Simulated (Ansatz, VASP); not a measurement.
**HfO2 in VASP and in Ansatz**

The input POSCAR:

```
HfO2
1.0
    0.0000000000      2.5575019374      2.5575019374
    2.5575019374      0.0000000000      2.5575019374
    2.5575019374      2.5575019374      0.0000000000
Hf O
1 2
Direct
    0.0000000000      0.0000000000      0.0000000000
    0.2500000000      0.2500000000      0.2500000000
    0.7500000000      0.7500000000      0.7500000000
```

Contents of INCAR.step1:

```
SYSTEM = HfO2
PREC = Accurate
ENCUT = 520
EDIFF = 1E-5
ISMEAR = 0
SIGMA = 0.05
LREAL = .FALSE.
LASPH = .TRUE.
NELM = 60
ALGO = Normal
ISIF = 2
LWAVE = .TRUE.
LCHARG = .FALSE.
GGA = PE
NBANDS = 18
```

File INCAR.step2:

```
SYSTEM = HfO2
PREC = Accurate
ENCUT = 520
EDIFF = 1E-6
ISMEAR = 0
SIGMA = 0.05
LREAL = .FALSE.
LASPH = .TRUE.
NELM = 60
ALGO = Normal
ISIF = 2
LWAVE = .FALSE.
LCHARG = .FALSE.
METAGGA = R2SCAN
LHFCALC = .TRUE.
AEXX = 0.15
LMIXTAU = .TRUE.
PRECFOCK = Normal
ISTART = 1
NBANDS = 18
```

The input KPOINTS:

```
regular mesh
0
G
  4 4 4
  0 0 0
```

Input for Ansatz:

```yaml
crystal:
  lattice:
    - [0.0, 2.5575019374, 2.5575019374]
    - [2.5575019374, 0.0, 2.5575019374]
    - [2.5575019374, 2.5575019374, 0.0]
  atoms:
    - { symbol: Hf, position: [0.0, 0.0, 0.0] }
    - { symbol: O, position: [0.25, 0.25, 0.25] }
    - { symbol: O, position: [0.75, 0.75, 0.75] }
basis:
  ecutwfc: 500
  ecutrho_ratio: 4
kpoints:
  mp_grid: { grid: [4, 4, 4] }
hamiltonian:
  xc: { exchange: r2scan, correlation: r2scan, exx: { coeff: 0.15 } }
scf:
  occupations: { method: gaussian, width: 0.05 }
  n_extra_bands: 10
output:
  forces: true
  stress: true
  eigenvalues: true
  populations: true
  dos: { projected: true, de: 0.02 }
```

Alike in both runs: task single point; functional r2SCAN-based global hybrid with a share of 0.15 of exact exchange; k mesh 4 × 4 × 4; occupations gaussian, width 0.05 eV; no spin polarisation.

|  | VASP | Ansatz |
| --- | --- | --- |
| version | VASP 6.6.1 | Ansatz 0.2.0 |
| potentials or method | VASP PAW PBE potentials, release 64 (Hf_pv, O), cutoff 520 eV | scalar-relativistic, plane waves, PAW |
| valence electrons in the cell | 22 | 38 |

Ansatz gave:

| Property | Result |
| --- | --- |
| gap on the k mesh at the Fermi level (eV) | 5.52 |
| least direct gap on the mesh (eV) | 5.52 |
| pressure (GPa) | -10.5 |

Q: Which values does VASP return?

A: gap on the k mesh at the Fermi level (eV): 5.50; least direct gap on the mesh (eV): 5.50; pressure (GPa): -14.9.

VASP's potentials were made for PBE, not for r2SCAN-based global hybrid. One of these differences is far larger than is usual between the two programs; its cause wasn't traced. VASP's potentials hold 22 valence electrons a cell and Ansatz's 38, so a difference there can come from the potentials and not from the codes. Ansatz's warnings: stress exchange threshold loose, stress scf threshold loose.

The k mesh is coarse, so the values compare programs but aren't converged. Spin-orbit coupling is off throughout.
